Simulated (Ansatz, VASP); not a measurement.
Given: the input of a run of VASP 6.6.1 on KBr.

INCAR

```
  PREC = Accurate
  ENCUT = 520
  EDIFF = 1E-6
  ISMEAR = 0
  SIGMA = 0.012
  LREAL = F
  LASPH = T
  NELM = 80
  ALGO = Normal
  ISIF = 2
  LWAVE = F
  LCHARG = T
  GGA = PE
  LELF = T
  LVHAR = T
  NBANDS = 15
```

Contents of KPOINTS:

```
Automatic mesh
0
Gamma
  7 7 7
```

Contents of POSCAR:

```
KBr
1.0
    0.0000000000      3.3000000000      3.3000000000
    3.3000000000      0.0000000000      3.3000000000
    3.3000000000      3.3000000000      0.0000000000
Br K
1 1
Direct
    0.5000000000      0.5000000000      0.5000000000
    0.0000000000      0.0000000000      0.0000000000
```

Potentials or basis: VASP PAW PBE potentials, release 64 (Br, K_sv).

Command:

```sh
$ cat potpaw_PBE.64/Br/POTCAR potpaw_PBE.64/K_sv/POTCAR > POTCAR
$ mpirun -np 1 vasp_std > vasp.out
```

Translate it to Ansatz 0.2.0. Potentials there: all-electron LAPW, scalar-relativistic.

As run (the cutoff follows the program's own potentials):

File input.yaml:

```yaml
crystal:
  lattice:
    - [0.0, 3.3, 3.3]
    - [3.3, 0.0, 3.3]
    - [3.3, 3.3, 0.0]
  atoms:
    - { symbol: Br, position: [0.5, 0.5, 0.5] }
    - { symbol: K, position: [0.0, 0.0, 0.0] }
kpoints:
  mp_grid: { grid: [7, 7, 7] }
scf:
  occupations: { method: gaussian, width: 0.012 }
hamiltonian:
  xc: pbe
  pseudopotentials: { kind: all_electron, lapw: { basis_error: 0.001 } }
output:
  forces: true
  stress: true
  eigenvalues: true
```

Potentials or basis: all-electron LAPW, scalar-relativistic.

Launch:

```console
$ ansatz run input.yaml --threads 1 --pin off --max-ram 3072MiB --backend cpu --events-out ev --progress --plain --runs-dir out
```

Both were run:

|  | VASP | Ansatz | Ansatz less VASP |
| --- | --- | --- | --- |
| gap on the k mesh at the Fermi level (eV) | 4.43 | 4.44 | +0.001 |
| least direct gap on the mesh (eV) | 4.43 | 4.44 | +0.001 |
| pressure (GPa) | 0.8 | 0.7 | -0.04 |

Ansatz ran all-electron here, and VASP with PAW potentials.
